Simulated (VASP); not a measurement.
Write the native input for VASP 6.6.1 that does the following.

* Task: single point
* Functional: PBE
* Potentials or basis: VASP PAW PBE potentials, release 64 (Zr_sv, Ti_sv)
* Cutoff: 520 eV
* k mesh: 1 × 1 × 1, shifted
* Occupations: fermi-dirac, width 0.05 eV
* Spin: no spin polarisation
* Dipole correction: no
* Further INCAR settings: LREAL = Auto; ALGO = Normal; EDIFF = 1e-06; NBANDS = 162; ISYM = 0

The structure of Zr5Ti3 lies in POSCAR:

```
Zr5Ti3
1.0
    8.0883500000     -0.0717440000      0.2860350000
   -0.0717440000      7.8939330000     -0.0068350000
    0.2860350000     -0.0068350000      8.1197920000
Zr Ti
15 9
Direct
    0.7860351657      0.1140408788      0.3683612709
    0.0401914769      0.4641560553      0.8184791356
    0.8226747864      0.7806607781      0.7619456304
    0.2610973769      0.1190686147      0.8196776279
    0.1206392243      0.0678141050      0.2108063198
    0.5951503652      0.7840987880      0.5091192583
    0.4901109785      0.0644521482      0.0923800310
    0.9408764659      0.4583608750      0.2115282382
    0.0419326057      0.1052296022      0.5852255885
    0.1130794645      0.7943734539      0.9940085729
    0.6719019561      0.4376349143      0.9916251252
    0.3047004015      0.4212815619      0.0801752656
    0.4109732769      0.4573325903      0.7170387033
    0.7735148360      0.4285926278      0.6079648487
    0.4212979382      0.1474940375      0.4601976462
    0.4684611303      0.7431267988      0.8858646862
    0.2382349453      0.7691556967      0.6278870994
    0.9796241955      0.7470650721      0.4130895697
    0.8646687467      0.1431845734     -0.0034185430
    0.1840797598      0.4409283472      0.4468489453
    0.3347056793      0.7531991485      0.2818565521
    0.7300162865      0.7956735279      0.1401946281
    0.5725871121      0.4623185584      0.3389956286
    0.6231619742      0.1044402705      0.7570395540
```

The input as run:

INCAR

```
  PREC = Accurate
  ENCUT = 520
  EDIFF = 1E-6
  ISMEAR = -1
  SIGMA = 0.05
  LREAL = Auto
  LASPH = T
  NELM = 80
  ALGO = Normal
  ISIF = 2
  LWAVE = F
  LCHARG = T
  GGA = PE
  LELF = T
  LVHAR = T
  NBANDS = 162
  ISYM = 0
```

KPOINTS

```
Automatic mesh
0
Gamma
  1 1 1
  0.25 0.25 0.25
```

Potentials or basis: VASP PAW PBE potentials, release 64 (Zr_sv, Ti_sv).

Launch:

```bash
$ cat potpaw_PBE.64/Zr_sv/POTCAR potpaw_PBE.64/Ti_sv/POTCAR > POTCAR
$ mpirun -np 1 vasp_std > vasp.out
```

It gave:

```
Pressure               : -1.7 GPa
Largest force          : 1.193 eV/Å
Band gap on the k mesh : 0.07 eV
```

Caveat: the k points lie up to 0.80 Å⁻¹ apart.

Run time: 6 min on 1 thread of Intel Xeon 6975P-C, on a shared host, peak memory 0.53 GiB.
